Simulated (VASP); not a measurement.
Set up this calculation in VASP 6.6.1, as the native input.

* Task: single point
* Functional: LDA
* Potentials or basis: VASP PAW LDA potentials, release 64 (Ni)
* Cutoff: 520 eV
* k mesh: 12 × 12 × 7
* Occupations: gaussian, width 0.01 eV
* Spin: collinear spin, ferromagnetic start
* Starting moments: [0.71, 0.71] μB
* Dipole correction: no
* Further INCAR settings: ALGO = Normal; EDIFF = 1e-07; NBANDS = 21

The structure of Ni lies in POSCAR:

```
Ni
1.0
    2.4214372489      0.0000000000      0.0000000000
   -1.2107186244      2.0970261712      0.0000000000
    0.0000000000      0.0000000000      3.9631664704
Ni
2
Direct
    0.6666666667      0.3333333333      0.7500000000
    0.3333333333      0.6666666667      0.2500000000
```

These files were run (other wordings do the same):

INCAR

```
PREC     = Accurate       # precision mode
ENCUT    = 520            # plane-wave cutoff, eV
EDIFF    = 1E-7           # SCF threshold, eV
ISMEAR   = 0              # smearing method
SIGMA    = 0.01           # smearing width, eV
LREAL    = F              # projectors in reciprocal space
LASPH    = T              # aspherical terms in the spheres
NELM     = 150            # most SCF steps
ALGO     = Normal         # electronic algorithm
ISIF     = 2              # what is computed and relaxed
LWAVE    = F              # write WAVECAR
LCHARG   = T              # write CHGCAR
ISPIN    = 2              # spin polarisation
MAGMOM   = 0.71 0.71      # initial moments
LORBIT   = 11             # projections on sites
LMAXMIX  = 4              # l up to which the mixer works
GGA      = CA             # functional
LELF     = T              # ELF
LVHAR    = T            
NBANDS   = 21             # bands
```

KPOINTS

```
regular mesh
0
Gamma
  12 12 7
```

Potentials or basis: VASP PAW LDA potentials, release 64 (Ni).

Command:

```sh
$ cat potpaw_LDA.64/Ni/POTCAR > POTCAR
$ mpirun -np 1 vasp_std > vasp.out
```

It gave:

```json
{
 "Pressure": "-0.3 GPa",
 "Net moment": "1.17 μB per cell",
 "Site moments": "Ni +0.58 μB",
 "Valence electrons inside the program's atomic spheres": "Ni 9.47"
}
```

Run time: 34 s on 1 thread of Intel(R) Xeon(R) Platinum 8375C CPU @ 2.90GHz (Ice Lake), with other jobs on the host, peak memory 0.15 GiB.
